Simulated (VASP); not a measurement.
Write the native input for VASP 6.6.1 that does the following.

```yaml
Task: single point
Functional: r2SCAN
Potentials_or_basis: VASP PAW PBE potentials, release 64 (Rh_sv_GW)
Cutoff: 580 eV
k_mesh: 8 × 8 × 8
Occupations: gaussian, width 0.1 eV
Spin: no spin polarisation
Dipole_correction: no
Second_run: valence_matched
Further_INCAR_settings: ALGO = Normal; EDIFF = 1e-06; NBANDS = 14
```

Rh:

```
Rh
1.0
     0.00000    1.90299    1.90299
     1.90299    0.00000    1.90299
     1.90299    1.90299    0.00000
Rh
1
Direct
  0.00000 0.00000 0.00000
```

One way to write it, as run:

POSCAR

```
Rh
1.0
    0.0000000000      1.9029860865      1.9029860865
    1.9029860865      0.0000000000      1.9029860865
    1.9029860865      1.9029860865      0.0000000000
Rh
1
Direct
    0.0000000000      0.0000000000      0.0000000000
```

INCAR.step1

```
SYSTEM = Rh
PREC = Accurate ; ENCUT = 580
ISMEAR = 0 ; SIGMA = 0.1
LREAL = .False. ; LASPH = .True.
NELM = 120 ; NBANDS = 14
GGA = PE ; ALGO = Normal
EDIFF = 1E-5 ; LWAVE = .True.
LCHARG = .False. ; GGA_COMPAT = .False.
```

INCAR.step2

```
SYSTEM = Rh
PREC = Accurate ; ENCUT = 580
EDIFF = 1E-6 ; ISMEAR = 0
SIGMA = 0.1 ; LREAL = .False.
LASPH = .True. ; NELM = 120
ALGO = Normal ; ISIF = 2
LWAVE = .False. ; LCHARG = .True.
METAGGA = R2SCAN ; LMIXTAU = .True.
LELF = .True. ; LVHAR = .True.
NBANDS = 14 ; ISTART = 1
GGA_COMPAT = .False.
```

KPOINTS

```
Automatic mesh
0
Gamma
  8 8 8
  0 0 0
```

Potentials or basis: VASP PAW PBE potentials, release 64 (Rh_sv_GW).

The run is started by

```bash
$ cat potpaw_PBE.64/Rh_sv_GW/POTCAR > POTCAR
$ cp INCAR.step1 INCAR
$ mpirun -np 1 vasp_std > vasp.out
$ cp INCAR.step2 INCAR
$ mpirun -np 1 vasp_std > vasp.out
```

It gave:

```json
{
  "Pressure": "-2.2 GPa"
}
```

Caveat: the PAW data sets were made with another functional, which shifts forces and pressure a little.

Wall time 33 s on 1 thread of Intel(R) Xeon(R) Platinum 8259CL CPU @ 2.50GHz (Skylake/Cascade Lake) (shared host), peak memory 0.15 GiB.
